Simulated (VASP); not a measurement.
# BN (P6_3/mmc) in VASP: further runs

The runs below take BN through relaxation of cell and atoms, single point, with PBEsol, PBEsol+D3(BJ), PBEsol+D4.

All numbers are computed with VASP 6.6.1; they aren't measurements. Logs are shortened: lines on timing, memory, paths and dates and some standing lists are left out, and cuts for length are marked.

### 1 The cell of the first run

It takes space group P6_3/mmc (No. 194, hexagonal). The conventional cell has a = 2.498 Å, b = 2.498 Å, c = 6.636 Å, α = 90.00°, β = 90.00°, γ = 120.00°. N (site symmetry -6m2) has 3 B at 1.44 Å within 1.9 Å. Within 1.9 Å of B (site symmetry -6m2) lie 3 N at 1.44 Å.

### 2 Relaxation of cell and atoms, PBEsol, target pressure 10 GPa, at which the enthalpy is minimised

Input file INCAR:

```
SYSTEM = BN
PREC     = Accurate       ! precision mode
ENCUT    = 600            ! plane-wave cutoff, eV
EDIFF    = 1E-6           ! SCF threshold, eV
ISMEAR   = -1             ! smearing method
SIGMA    = 0.05           ! smearing width, eV
LREAL    = .FALSE.        ! projectors in reciprocal space
LASPH    = .TRUE.         ! aspherical terms in the spheres
NELM     = 80             ! most SCF steps
ALGO     = Normal         ! electronic algorithm
ISIF     = 3              ! what is computed and relaxed
LWAVE    = .FALSE.        ! write WAVECAR
LCHARG   = .FALSE.        ! write CHGCAR
GGA      = PS             ! functional
IBRION   = 2              ! ionic algorithm
NSW      = 80             ! ionic steps
EDIFFG   = -0.02          ! ionic threshold
PSTRESS  = 100.0
```

Input file KPOINTS:

```
regular mesh
0
G
  12 12 4
  0 0 0
```

Input file POSCAR:

```
BN
1.0
    2.4982400000      0.0000000000      0.0000000000
   -1.2491200000      2.1635393048      0.0000000000
    0.0000000000      0.0000000000      6.6357000000
N B
2 2
Direct
    0.6666666667      0.3333333333      0.2500000000
    0.3333333333      0.6666666667      0.7500000000
    0.6666666667      0.3333333333      0.7500000000
    0.3333333333      0.6666666667      0.2500000000
```

Potentials or basis: VASP PAW PBE potentials, release 64 (N, B).

Run with:

```sh
$ cat potpaw_PBE.64/N/POTCAR potpaw_PBE.64/B/POTCAR > POTCAR
$ mpirun -np 1 vasp_std > vasp.out
```

OUTCAR:

```text
SYSTEM = BN
   PREC = Accurate
   ENCUT = 600
   EDIFF = 1E-6
   ISMEAR = -1
   LREAL = .FALSE.
   LASPH = .TRUE.
   NELM = 80
   ISIF = 3
   GGA = PS
   IBRION = 2
   NSW = 80
   EDIFFG = -0.02
   PSTRESS = 100.0

 ion  position               nearest neighbor table
   1  0.667  0.333  0.250-   4 1.44   4 1.44   4 1.44
   2  0.333  0.667  0.750-   3 1.44   3 1.44   3 1.44
   3  0.667  0.333  0.750-   2 1.44   2 1.44   2 1.44
   4  0.333  0.667  0.250-   1 1.44   1 1.44   1 1.44

  LATTYP: Found a hexagonal cell.
 ALAT       =     2.4982400000
 C/A-ratio  =     2.6561499296

  Lattice vectors:

 A1 = (   2.4982400000,   0.0000000000,   0.0000000000)
 A2 = (  -1.2491200000,   2.1635393048,   0.0000000000)
 A3 = (   0.0000000000,   0.0000000000,   6.6357000000)

Analysis of symmetry for initial positions (statically):
=====================================================================
 Subroutine PRICEL returns:
 Original cell was already a primitive cell.

 Routine SETGRP: Setting up the symmetry group for a
 hexagonal supercell.

 Subroutine GETGRP returns: Found 24 space group operations
 (whereof 12 operations were pure point group operations)
 out of a pool of 24 trial point group operations.

The static configuration has the point symmetry D_3d.
 The point group associated with its full space group is D_6h.

Analysis of symmetry for dynamics (positions and initial velocities):
=====================================================================
 Subroutine PRICEL returns:
 Original cell was already a primitive cell.

 Routine SETGRP: Setting up the symmetry group for a
 hexagonal supercell.

 Subroutine GETGRP returns: Found 24 space group operations
 (whereof 12 operations were pure point group operations)
 out of a pool of 24 trial point group operations.

The dynamic configuration has the point symmetry D_3d.
 The point group associated with its full space group is D_6h.

 Subroutine INISYM returns: Found 24 space group operations
 (whereof 12 operations are pure point group operations),
 and found     1 'primitive' translations

----------------------------------------------------------------------------------------

                                     Primitive cell

  volume of cell :      35.8662

  direct lattice vectors                    reciprocal lattice vectors
     2.498240000  0.000000000  0.000000000     0.400281798  0.231102804  0.000000000
    -1.249120000  2.163539305  0.000000000     0.000000000  0.462205608  0.000000000
     0.000000000  0.000000000  6.635700000     0.000000000  0.000000000  0.150700002

  length of vectors
     2.498240000  2.498240000  6.635700000     0.462205608  0.462205608  0.150700002

  position of ions in fractional coordinates (direct lattice)
     0.666666667  0.333333333  0.250000000
     0.333333333  0.666666667  0.750000000
     0.666666667  0.333333333  0.750000000
     0.333333333  0.666666667  0.250000000

  ion indices of the primitive-cell ions
   primitive index   ion index
                 1           1
                 2           2
                 3           3
                 4           4

----------------------------------------------------------------------------------------

 KPOINTS: regular mesh

Automatic generation of k-mesh.
 Grid dimensions read from file:
 generate k-points for:   12   12    4

 Generating k-lattice:

  Cartesian coordinates                     Fractional coordinates (reciprocal lattice)
     0.033356817  0.019258567  0.000000000     0.083333333 -0.000000000  0.000000000
     0.000000000  0.038517134  0.000000000     0.000000000  0.083333333  0.000000000
     0.000000000  0.000000000  0.037675000     0.000000000  0.000000000  0.250000000

  Length of vectors
     0.038517134  0.038517134  0.037675000

  Shift w.r.t. Gamma in fractional coordinates (k-lattice)
     0.000000000  0.000000000  0.000000000

 Subroutine IBZKPT returns following result:
 ===========================================

 Found     57 irreducible k-points:

 Following reciprocal coordinates:
            Coordinates               Weight
  0.000000  0.000000  0.000000      1.000000
  0.083333 -0.000000  0.000000      6.000000
  0.166667  0.000000  0.000000      6.000000
  0.250000  0.000000  0.000000      6.000000
  0.333333  0.000000  0.000000      6.000000
  0.416667  0.000000  0.000000      6.000000
[... 16 lines left out ...]
  0.250000  0.000000  0.250000     12.000000
  0.333333  0.000000  0.250000     12.000000
 [... further k-points ...]
   k-points           NKPTS =     57   k-points in BZ     NKDIM =     57   number of bands    NBANDS=     12
   number of dos      NEDOS =    301   number of ions     NIONS =      4
   total plane-waves  NPLWV =  21600
   dimension x,y,z NGX =    20 NGY =   20 NGZ =   54
   dimension x,y,z NGXF=    40 NGYF=   40 NGZF=  108
   ions per type =               2   2
   NGX,Y,Z   is equivalent  to a cutoff of  13.31, 13.31, 13.53 a.u.
   NGXF,Y,Z  is equivalent  to a cutoff of  26.62, 26.62, 27.06 a.u.
 SYSTEM =  BN
   PREC   = accura    normal or accurate (medium, high low for compatibility)
   ISTART =      0    job   : 0-new  1-cont  2-samecut
   ICHARG =      2    charge: 1-file 2-atom 10-const
   ISPIN  =      1    spin polarized calculation?
   LNONCOLLINEAR =      F non collinear calculations
   LSORBIT =      F    spin-orbit coupling
   LASPH  =      T    aspherical Exc in radial PAW
   ENCUT  =  600.0 eV  44.10 Ry    6.64 a.u.   4.99  4.99 13.25*2*pi/ulx,y,z
   NELM   =     80;   NELMIN=  2; NELMDL= -5     # of ELM steps
   EDIFF  = 0.1E-05   stopping-criterion for ELM
   LREAL  =      F    real-space projection
   EDIFFG = -.2E-01   stopping-criterion for IOM
   NSW    =     80    number of steps for IOM
   IBRION =      2    ionic relax: 0-MD 1-quasi-New 2-CG
   NFREE  =      1    steps in history (QN), initial steepest desc. (CG)
   ISIF   =      3    stress and relaxation
   ISYM   =      2    0-nonsym 1-usesym 2-fastsym
   POTIM  = 0.5000    time-step for ionic-motion
   TEBEG  =    0.0;   TEEND  =   0.0 temperature during run
   PSTRESS=  100.0 pullay stress
   NELECT =      16.0000    total number of electrons
   NUPDOWN=      -1.0000    fix difference up-down
   EMIN   =  10.00;   EMAX   =-10.00  energy-range for DOS
   EFERMI =   0.00;   METHOD = LEGACY
   ISMEAR =    -1;   SIGMA  =   0.05  broadening in eV -4-tet -1-fermi 0-gaus
   EFERMI_NEDOS =   21; number of points for ismear=-14 and -15
   IALGO  =     38    algorithm
   IMIX   =      4    mixing-type and parameters
     AMIX     =   0.40;   BMIX     =  1.00
     AMIX_MAG =   1.60;   BMIX_MAG =  1.00
  volume/ion in A,a.u.               =       8.97        60.51
  Fermi-wavevector in a.u.,A,eV,Ry     =   1.250891  2.363842 21.289433  1.564729
  Thomas-Fermi vector in A             =   2.384864
   LORBIT       =      0    0 simple, 1 ext, 2 COOP (PROOUT), +10 PAW based schemes
   GGA     = PS    functional components
   LHFCALC =     F    Hartree Fock is set to
   AEXX    =    0.0000 exact exchange contribution
   IVDW    =     0    specifies the selected vdW correction
   LEPSILON=     F    determine dielectric tensor
   LRPA    =     F    only Hartree local field effects (RPA)
 conjugate gradient relaxation of ions
 non-spin polarized calculation
  energy-cutoff  :      600.00
  volume of cell :       35.87
 maximum number of plane-waves:      1224
 NGX is ok and might be reduce to    20
   NGX =  9   NGY =  9   NGZ = 27

--------------------------------------- Ionic step        1  -------------------------------------------

 number of electron      15.9999998 magnetization

 Free energy of the ion-electron system (eV)
  ---------------------------------------------------
  ext. energy  EPLUGINS =         0.00000000
  ---------------------------------------------------
  free energy    TOTEN  =       -36.56981712 eV

  energy without entropy =      -36.56981712  energy(sigma->0) =      -36.56981712

------------------------ aborting loop because EDIFF is reached ----------------------------------------

  FORCE on cell =-STRESS in cart. coord.  units (eV):
  Direction    XX          YY          ZZ          XY          YZ          ZX
  --------------------------------------------------------------------------------------
  -------------------------------------------------------------------------------------
  Total        0.6899447      0.6899447      0.1558651      0.0000000      0.0000000      0.0000000
  in kB       30.8204641     30.8204641      6.9626389      0.0000000      0.0000000      0.0000000
  external PRESSURE =     -77.1321443 kB  Pullay stress =     100.0000000 kB
[... 305 lines left out ...]
  enthalpy is  TOTEN    =       -34.5144773142 eV   P V=        1.9362085390

--------------------------------------- Ionic step        9  -------------------------------------------

 number of electron      15.9999999 magnetization

 Free energy of the ion-electron system (eV)
  ---------------------------------------------------
  ext. energy  EPLUGINS =         0.00000000
  ---------------------------------------------------
  free energy    TOTEN  =       -36.42867567 eV

  energy without entropy =      -36.42867567  energy(sigma->0) =      -36.42867567

 E-fermi :   4.8871     XC(G=0): -11.3752

 val. band max:        3.7690112254   @ k =   0.2500   0.2500   0.0000
 cond. band min:       7.7353151494   @ k =   0.5000   0.0000   0.2500
 fundamental gap:      3.9663039240
 Fermi energy:         4.8871462042

 k-point     1 :       0.0000    0.0000    0.0000
  band No.  band energies     occupation
      1     -14.5167      2.00000
      2     -13.6202      2.00000
      3      -3.6148      2.00000
      4       0.7040      2.00000
      5       2.3404      2.00000
      6       2.3404      2.00000
      7       2.4980      2.00000
      8       2.4980      2.00000
      9      10.1354      0.00000
     10      15.1798      0.00000
     11      15.1798      0.00000
     12      15.7745      0.00000
[... 331 lines left out ...]
 k-point    24 :       0.3333    0.0000    0.2500
  band No.  band energies     occupation
      1     -12.3259      2.00000
      2     -11.8549      2.00000
      3      -3.3662      2.00000
      4      -3.1311      2.00000
      5      -0.2143      2.00000
      6       0.0244      2.00000
      7       0.1936      2.00000
      8       2.2921      2.00000
      9      10.2112      0.00000
     10      11.7455      0.00000
     11      13.5159      0.00000
     12      13.8865      0.00000

 [... further k-points ...]

------------------------ aborting loop because EDIFF is reached ----------------------------------------

  FORCE on cell =-STRESS in cart. coord.  units (eV):
  Direction    XX          YY          ZZ          XY          YZ          ZX
  --------------------------------------------------------------------------------------
  -------------------------------------------------------------------------------------
  Total        1.9024219      1.9024219      1.8735383      0.0000000     -0.0000000     -0.0000000
  in kB      100.1595077    100.1595077     98.6388274      0.0000000     -0.0000000     -0.0000000
  external PRESSURE =      -0.3473857 kB  Pullay stress =     100.0000000 kB
[... 19 lines left out ...]
  FREE ENERGIE OF THE ION-ELECTRON SYSTEM (eV)
  ---------------------------------------------------
  free  energy   TOTEN  =       -36.4286756736 eV

  energy  without entropy=      -36.4286756735  energy(sigma->0) =      -36.42867567

  enthalpy is  TOTEN    =       -34.5292834087 eV   P V=        1.8993922649

 reached required accuracy - stopping structural energy minimisation
```

Run time: 2.3 min. Hardware: 1 thread of Intel Xeon Platinum 8259CL at 2.50GHz (Skylake/Cascade Lake), shared host; peak memory 0.17 GiB.

Results:

* Free energy: -36.4287 eV
* Relaxed volume: 7.61 Å³/atom
* Relaxed cell: a = 2.488 Å, b = 2.488 Å, c = 5.677 Å, α = 90.00°, β = 90.00°, γ = 120.00°
* Space group after relaxing (to 0.05 Å): P6_3/mmc (No. 194)
* Energy change on relaxing (the enthalpy is what falls): +35.3 meV/atom
* Ionic steps: 9
* Pressure after relaxing: 10.0 GPa
* Band gap on the k mesh: 3.97 eV, indirect (least direct gap 4.23 eV)

The path:
| step | energy change (eV) | largest force (eV/Å) | pressure (GPa) | volume (Å³) |
| --- | --- | --- | --- | --- |
| 1 | 0.0000 | 0.0000 | 2.29 | 35.87 |
| 2 | 0.1221 | 0.0000 | 18.11 | 33.67 |
| 3 | 0.0477 | 0.0000 | 11.03 | 34.58 |
| 4 | 0.0520 | 0.0000 | 11.02 | 33.65 |
| 5 | 0.1234 | 0.0000 | 12.15 | 30.83 |
| 6 | 0.1779 | 0.0000 | 13.12 | 29.90 |
| 7 | 0.1577 | 0.0000 | 12.76 | 30.20 |
| 8 | 0.1191 | 0.0000 | 3.18 | 31.02 |
| 9 | 0.1411 | 0.0000 | 9.97 | 30.43 |

Final structure:
```yaml
crystal:
  lattice:
    - [2.48787, 0.00000, 0.00000]
    - [-1.24394, 2.15456, 0.00000]
    - [0.00000, 0.00000, 5.67726]
  atoms:
    - { symbol: N, position: [0.66667, 0.33333, 0.25000] }
    - { symbol: N, position: [0.33333, 0.66667, 0.75000] }
    - { symbol: B, position: [0.66667, 0.33333, 0.75000] }
    - { symbol: B, position: [0.33333, 0.66667, 0.25000] }
```

Caveat: the cell is relaxed towards a set pressure, so the enthalpy falls and the energy may rise; the volume moved by over 15 % at a fixed basis, so the end points are rough; the PAW data sets were made with another functional, which shifts forces and pressure a little; this functional lacks dispersion, which binds the layers, so the pressure and a relaxed spacing across them are unreliable. PBEsol gaps usually lie below the measured ones, often by a third to a half.

(Part 1 of 3 ends here.)
